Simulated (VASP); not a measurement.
Rb3TeP3, 7 atoms in the cell. The typed cell holds 7 atoms: a = 5.845 Å, b = 4.227 Å, c = 9.826 Å, α = 89.93°, β = 88.00°, γ = 90.07°. 

```yaml
Program: VASP 6.6.1
Task: single point
Functional: PBEsol
Potentials_or_basis: VASP PAW PBE potentials, release 64 (Rb_sv, Te, P)
Cutoff: 500 eV
k_mesh: 4 × 4 × 2
Occupations: fermi-dirac, width 0.05 eV
Spin: no spin polarisation
Dipole_correction: no
Further_INCAR_settings: ALGO = Normal; EDIFF = 1e-06; NBANDS = 33
```

Potentials or basis: VASP PAW PBE potentials, release 64 (Rb_sv, Te, P).

Command:

```sh
$ cat potpaw_PBE.64/Rb_sv/POTCAR potpaw_PBE.64/Te/POTCAR potpaw_PBE.64/P/POTCAR > POTCAR
$ mpirun -np 1 vasp_std > vasp.out
```

Hardware: 1 thread of Intel(R) Xeon(R) Platinum 8559C (Emerald Rapids), with other jobs on the host.

How long does it take, and how much memory?

Run time: 2.1 min on 1 thread of Intel(R) Xeon(R) Platinum 8559C (Emerald Rapids), with other jobs on the host, peak memory 0.39 GiB. Counts: scf iterations 17, k points 20.
